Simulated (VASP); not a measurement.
# Nb2GeSb4 (I-42m) in VASP: single point with PBEsol

Aim: the single point of Nb2GeSb4 with PBEsol.

Everything below comes from runs of VASP 6.6.1. Logs are shortened: lines on timing, memory, paths and dates and some standing lists are left out, and cuts for length are marked.

## 1. The cell of the first run

The structure is tetragonal, space group I-42m (No. 121). The conventional cell has a = 5.214 Å, b = 5.214 Å, c = 12.471 Å, α = 90.00°, β = 90.00°, γ = 90.00°. Nb (site symmetry 222) has 2 Ge at 2.61 Å and 4 Sb at 2.78 Å within 3.4 Å. Ge (site symmetry -42m) has 4 Nb at 2.61 Å and 4 Sb at 2.95 Å within 3.4 Å. Sb (site symmetry m) has 2 Nb at 2.78 Å and 1 Ge at 2.95 Å and 5 Sb at 3.16 to 3.37 Å within 3.7 Å.

## 2. Single point, PBEsol

Contents of INCAR:

```
SYSTEM = Nb2GeSb4
ALGO = Normal ; EDIFF = 1E-7
ENCUT = 520 ; GGA = PS
ISIF = 2 ; ISMEAR = -1
LASPH = .TRUE. ; LCHARG = .TRUE.
LELF = .TRUE. ; LREAL = .FALSE.
LVHAR = .TRUE. ; LWAVE = .FALSE.
NBANDS = 39 ; NELM = 100
PREC = Accurate ; SIGMA = 0.03
```

Contents of KPOINTS:

```
k-points
0
G
  6 6 6
  0 0 0
```

Contents of POSCAR:

```
Nb2GeSb4
1.0
   -2.6068887841      2.6068887841      6.2355163704
    2.6068887841     -2.6068887841      6.2355163704
    2.6068887841      2.6068887841     -6.2355163704
Nb Ge Sb
2 1 4
Direct
    0.5000000000      0.0000000000      0.5000000000
    0.0000000000      0.5000000000      0.5000000000
    0.0000000000      0.0000000000      0.0000000000
    0.5484882915      0.1198027591      0.0000000000
    0.4515117085      0.4515117085      0.5713144676
    0.1198027591      0.5484882915      0.0000000000
    0.8801972409      0.8801972409      0.4286855324
```

Potentials or basis: VASP PAW PBE potentials, release 64 (Nb_sv, Ge_d, Sb).

Started as:

```
> cat potpaw_PBE.64/Nb_sv/POTCAR potpaw_PBE.64/Ge_d/POTCAR potpaw_PBE.64/Sb/POTCAR > POTCAR
> mpirun -np 1 vasp_std > vasp.out
```

OUTCAR:

```text
SYSTEM = Nb2GeSb4
   EDIFF = 1E-7
   ENCUT = 520
   GGA = PS
   ISIF = 2
   ISMEAR = -1
   LASPH = .TRUE.
   LREAL = .FALSE.
   NELM = 100
   PREC = Accurate

 ion  position               nearest neighbor table
   1  0.500  0.000  0.500-   3 2.61   3 2.61   5 2.78   7 2.78   4 2.78   6 2.78
   2  0.000  0.500  0.500-   3 2.61   3 2.61   6 2.78   7 2.78   5 2.78   4 2.78
   3  0.000  0.000  0.000-   1 2.61   2 2.61   2 2.61   1 2.61   6 2.95   7 2.95   5 2.95   4 2.95

   4  0.548  0.120  0.000-   1 2.78   2 2.78   3 2.95   6 3.16   7 3.37   5 3.37   5 3.37   7 3.37
                             6 3.72   6 3.72
   5  0.452  0.452  0.571-   1 2.78   2 2.78   3 2.95   7 3.16   6 3.37   4 3.37   4 3.37   6 3.37
                             7 3.72   7 3.72
   6  0.120  0.548  0.000-   2 2.78   1 2.78   3 2.95   4 3.16   7 3.37   5 3.37   7 3.37   5 3.37
                             4 3.72   4 3.72
   7  0.880  0.880  0.429-   1 2.78   2 2.78   3 2.95   5 3.16   4 3.37   6 3.37   6 3.37   4 3.37
                             5 3.72   5 3.72

  LATTYP: Found a body centered tetragonal cell.
 ALAT       =     5.2137775682
 C/A-ratio  =     2.3919380099

  Lattice vectors:

 A1 = (  -2.6068887841,   2.6068887841,   6.2355163704)
 A2 = (   2.6068887841,  -2.6068887841,   6.2355163704)
 A3 = (   2.6068887841,   2.6068887841,  -6.2355163704)

Analysis of symmetry for initial positions (statically):
=====================================================================
 Subroutine PRICEL returns:
 Original cell was already a primitive cell.

 Routine SETGRP: Setting up the symmetry group for a
 body centered tetragonal supercell.

 Subroutine GETGRP returns: Found  8 space group operations
 (whereof  8 operations were pure point group operations)
 out of a pool of 16 trial point group operations.

The static configuration has the point symmetry D_2d.

Analysis of symmetry for dynamics (positions and initial velocities):
=====================================================================
 Subroutine PRICEL returns:
 Original cell was already a primitive cell.

 Routine SETGRP: Setting up the symmetry group for a
 body centered tetragonal supercell.

 Subroutine GETGRP returns: Found  8 space group operations
 (whereof  8 operations were pure point group operations)
 out of a pool of 16 trial point group operations.

The dynamic configuration has the point symmetry D_2d.

 Subroutine INISYM returns: Found  8 space group operations
 (whereof  8 operations are pure point group operations),
 and found     1 'primitive' translations

[... 109 lines left out ...]
   NFREE  =      0    steps in history (QN), initial steepest desc. (CG)
   ISIF   =      2    stress and relaxation
   ISYM   =      2    0-nonsym 1-usesym 2-fastsym
   POTIM  = 0.5000    time-step for ionic-motion
   TEBEG  =    0.0;   TEEND  =   0.0 temperature during run
   PSTRESS=    0.0 pullay stress
   NELECT =      60.0000    total number of electrons
   NUPDOWN=      -1.0000    fix difference up-down
   EMIN   =  10.00;   EMAX   =-10.00  energy-range for DOS
   EFERMI =   0.00;   METHOD = LEGACY
   ISMEAR =    -1;   SIGMA  =   0.03  broadening in eV -4-tet -1-fermi 0-gaus
   EFERMI_NEDOS =   21; number of points for ismear=-14 and -15
   IALGO  =     38    algorithm
   IMIX   =      4    mixing-type and parameters
     AMIX     =   0.40;   BMIX     =  1.00
     AMIX_MAG =   1.60;   BMIX_MAG =  1.00
  volume/ion in A,a.u.               =      24.21       163.41
  Fermi-wavevector in a.u.,A,eV,Ry     =   1.158065  2.188425 18.246957  1.341114
  Thomas-Fermi vector in A             =   2.294670
   LORBIT       =      0    0 simple, 1 ext, 2 COOP (PROOUT), +10 PAW based schemes
   GGA     = PS    functional components
   LHFCALC =     F    Hartree Fock is set to
   AEXX    =    0.0000 exact exchange contribution
   IVDW    =     0    specifies the selected vdW correction
   LEPSILON=     F    determine dielectric tensor
   LRPA    =     F    only Hartree local field effects (RPA)
 non-spin polarized calculation
  energy-cutoff  :      520.00
  volume of cell :      169.50
 maximum number of plane-waves:      4591
 NGX is ok and might be reduce to    54
   NGX = 27   NGY = 27   NGZ = 27

 number of electron      60.0000008 magnetization

 Free energy of the ion-electron system (eV)
  ---------------------------------------------------
  ext. energy  EPLUGINS =         0.00000000
  ---------------------------------------------------
  free energy    TOTEN  =       -43.47570139 eV

  energy without entropy =      -43.46253178  energy(sigma->0) =      -43.46911658

 E-fermi :   7.9022     XC(G=0): -10.6650

 val. band max:        7.8977905137   @ k =  -0.3333   0.5000   0.1667
 cond. band min:       7.9313027563   @ k =   0.3333   0.1667   0.0000
 fundamental gap:      0.0335122426
 Fermi energy:         7.9021600271

 k-point     1 :       0.0000    0.0000    0.0000
  band No.  band energies     occupation
      1     -46.7565      2.00000
      2     -46.7469      2.00000
      3     -22.9612      2.00000
      4     -22.9612      2.00000
      5     -22.8824      2.00000
      6     -22.8660      2.00000
[... 997 lines left out ...]
     38      10.9954      0.00000
     39      11.6871      0.00000

 [... further k-points ...]

------------------------ aborting loop because EDIFF is reached ----------------------------------------

  FORCE on cell =-STRESS in cart. coord.  units (eV):
  Direction    XX          YY          ZZ          XY          YZ          ZX
  --------------------------------------------------------------------------------------
  -------------------------------------------------------------------------------------
  Total       -0.0095903     -0.0095903     -0.0939986      0.0000000     -0.0000000      0.0000000
  in kB       -0.0906491     -0.0906491     -0.8884941      0.0000000     -0.0000000      0.0000000
  external PRESSURE =      -0.3565975 kB  Pullay stress =       0.0000000 kB

 VOLUME and BASIS-vectors are now :
 -----------------------------------------------------------------------------
  energy-cutoff  :      520.00
  volume of cell :      169.50
      direct lattice vectors                 reciprocal lattice vectors
    -2.606888784  2.606888784  6.235516370     0.000000000  0.191799513  0.080185821
     2.606888784 -2.606888784  6.235516370     0.191799513  0.000000000  0.080185821
     2.606888784  2.606888784 -6.235516370     0.191799513  0.191799513  0.000000000

 POSITION                                       TOTAL-FORCE (eV/Angst)
 -----------------------------------------------------------------------------------
      0.00000      2.60689      0.00000        -0.000000     -0.000000      0.000000
      2.60689      0.00000      0.00000        -0.000000     -0.000000      0.000000
      0.00000      0.00000      0.00000        -0.000000     -0.000000      0.000000
     -1.11754      1.11754      4.16714        -0.005067      0.005067      0.007991
      1.48935      1.48935      2.06838        -0.005067     -0.005067     -0.007991
      1.11754     -1.11754      4.16714         0.005067     -0.005067      0.007991
      1.11754      1.11754      8.30389         0.005067      0.005067     -0.007991
 -----------------------------------------------------------------------------------
    total drift:                               -0.000000     -0.000000     -0.000000

  FREE ENERGIE OF THE ION-ELECTRON SYSTEM (eV)
  ---------------------------------------------------
  free  energy   TOTEN  =       -43.4757013858 eV

  energy  without entropy=      -43.4625317824  energy(sigma->0) =      -43.46911658
```

OSZICAR:

```text
N       E                     dE             d eps       ncg     rms          rms(c)
DAV:   1     0.644170628651E+03    0.64417E+03   -0.27017E+04  2870   0.203E+03
DAV:   2     0.514414074733E+02   -0.59273E+03   -0.57401E+03  2553   0.684E+02
DAV:   3    -0.363034845303E+02   -0.87745E+02   -0.84809E+02  3493   0.180E+02
DAV:   4    -0.445440902704E+02   -0.82406E+01   -0.80721E+01  3880   0.518E+01
DAV:   5    -0.451157267461E+02   -0.57164E+00   -0.56754E+00  4009   0.118E+01    0.106E+01
DAV:   6    -0.438116183219E+02    0.13041E+01   -0.63583E+00  3728   0.131E+01    0.408E+00
DAV:   7    -0.435753020192E+02    0.23632E+00   -0.21882E+00  3611   0.616E+00    0.318E+00
DAV:   8    -0.434782263456E+02    0.97076E-01   -0.41391E-01  3272   0.366E+00    0.990E-01
DAV:   9    -0.434768752585E+02    0.13511E-02   -0.80797E-02  4160   0.139E+00    0.516E-01
DAV:  10    -0.434756961264E+02    0.11791E-02   -0.94568E-03  3432   0.603E-01    0.147E-01
DAV:  11    -0.434757104000E+02   -0.14274E-04   -0.89389E-04  3512   0.260E-01    0.555E-02
DAV:  12    -0.434757038021E+02    0.65979E-05   -0.17093E-04  3448   0.707E-02    0.100E-02
DAV:  13    -0.434757027965E+02    0.10056E-05   -0.19930E-05  3624   0.388E-02    0.811E-03
DAV:  14    -0.434757013869E+02    0.14097E-05   -0.26660E-06  3616   0.105E-02    0.334E-03
DAV:  15    -0.434757013858E+02    0.10923E-08   -0.23874E-07  2192   0.416E-03
   1 F= -.43475701E+02 E0= -.43469117E+02  d E =-.131696E-01
```

stdout:

```text
POSCAR found type information on POSCAR NbGeSb
 POSCAR found :  3 types and       7 ions
 scaLAPACK will be used
 -----------------------------------------------------------------------------
|                                                                             |
|                                                                             |
|     You enforced a specific xc type in the INCAR file but a different       |
|     I HOPE YOU KNOW WHAT YOU ARE DOING!                                     |
|                                                                             |
 -----------------------------------------------------------------------------

 LDA part: xc-table for (Slater+PW92), standard interpolation
 POSCAR, INCAR and KPOINTS ok, starting setup
 FFT: planning ... GRIDC
 FFT: planning ... GRID_SOFT
 FFT: planning ... GRID
 WAVECAR not read
 entering main loop
```

It took 3.9 min on 1 thread of AMD EPYC 9R45 (Zen 5), shared host; peak memory 0.49 GiB.

Results:

```
Free energy            : -43.4757 eV
Pressure               : 0.0 GPa
Largest force          : 0.011 eV/Å
Band gap on the k mesh : zero (band 30 reaches 8.32 eV, above the bottom of band 31 at 7.46 eV)
```

Forces in eV/Å, atoms in the order of the input:
```
Nb   0.000  0.000  0.000
Nb   0.000  0.000  0.000
Ge   0.000  0.000  0.000
Sb  -0.005  0.005  0.008
Sb  -0.005 -0.005 -0.008
Sb   0.005 -0.005  0.008
Sb   0.005  0.005 -0.008
```

Caveat: the PAW data sets were made with another functional, which shifts forces and pressure a little; spin-orbit coupling is left out, which moves the levels of the heavy elements.
